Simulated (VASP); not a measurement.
Input of a VASP 6.6.1 run:

Contents of INCAR:

```
PREC     = Accurate       # precision mode
ENCUT    = 520            # plane-wave cutoff, eV
EDIFF    = 1E-7           # SCF threshold, eV
ISMEAR   = -1             # smearing method
SIGMA    = 0.05           # smearing width, eV
LREAL    = F              # projectors in reciprocal space
LASPH    = T              # aspherical terms in the spheres
NELM     = 60             # most SCF steps
ALGO     = Normal         # electronic algorithm
ISIF     = 2              # what is computed and relaxed
LWAVE    = F              # write WAVECAR
LCHARG   = F              # write CHGCAR
GGA      = PE             # functional
NBANDS   = 12             # bands
```

KPOINTS

```
Automatic mesh
0
Gamma
  10 10 10
```

The input POSCAR:

```
Tl
1.0
   -1.9410000000      1.9410000000      1.9410000000
    1.9410000000     -1.9410000000      1.9410000000
    1.9410000000      1.9410000000     -1.9410000000
Tl
1
Direct
    0.0000000000      0.0000000000      0.0000000000
```

Potentials or basis: VASP PAW PBE potentials, release 64 (Tl_d).

The run is started by

```bash
$ cat potpaw_PBE.64/Tl_d/POTCAR > POTCAR
$ mpirun -np 1 vasp_std > vasp.out
```

Problem. What does it give for the pressure?

Solution. 2.1 GPa.
